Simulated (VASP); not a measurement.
A run of VASP 6.6.1:

POSCAR

```
SnSe
1.0
    5.1743088684      0.0000000000      0.0000000000
   -2.5871544342      4.4810829271      0.0000000000
    0.0000000000      0.0000000000      6.2947589515
Sn Se
2 2
Direct
    0.3333333333      0.6666666667     -0.0391356265
    0.6666666667      0.3333333333      0.4608643735
    0.3333333333      0.6666666667      0.4141356265
    0.6666666667      0.3333333333      0.9141356265
```

INCAR.step1

```
SYSTEM = SnSe
  PREC = Accurate
  ENCUT = 520
  ISMEAR = 0
  SIGMA = 0.01
  LREAL = .False.
  LASPH = .True.
  NELM = 80
  NBANDS = 28
  GGA = PE
  ALGO = Normal
  EDIFF = 1E-4
  LWAVE = .True.
  LCHARG = .False.
```

Contents of INCAR.step2:

```
SYSTEM = SnSe
  PREC = Accurate
  ENCUT = 520
  EDIFF = 1E-7
  ISMEAR = 0
  SIGMA = 0.01
  LREAL = .False.
  LASPH = .True.
  NELM = 80
  ALGO = Normal
  ISIF = 2
  LWAVE = .False.
  LCHARG = .False.
  METAGGA = R2SCAN
  LMIXTAU = .True.
  NBANDS = 28
  ISTART = 1
```

The input KPOINTS:

```
Automatic mesh
0
Gamma
  6 6 4
  0 0 0
```

Potentials or basis: VASP PAW PBE potentials, release 64 (Sn_d, Se).

Run with:

```sh
$ cat potpaw_PBE.64/Sn_d/POTCAR potpaw_PBE.64/Se/POTCAR > POTCAR
$ cp INCAR.step1 INCAR
$ mpirun -np 1 vasp_std > vasp.out
$ cp INCAR.step2 INCAR
$ mpirun -np 1 vasp_std > vasp.out
```

Hardware: 1 thread of Intel Xeon 6975P-C, with other jobs on the host.

Q: How long does it take, and how much memory?

A: Run time: 5 min on 1 thread of Intel Xeon 6975P-C, with other jobs on the host, peak memory 0.33 GiB. Counts: k points 21.
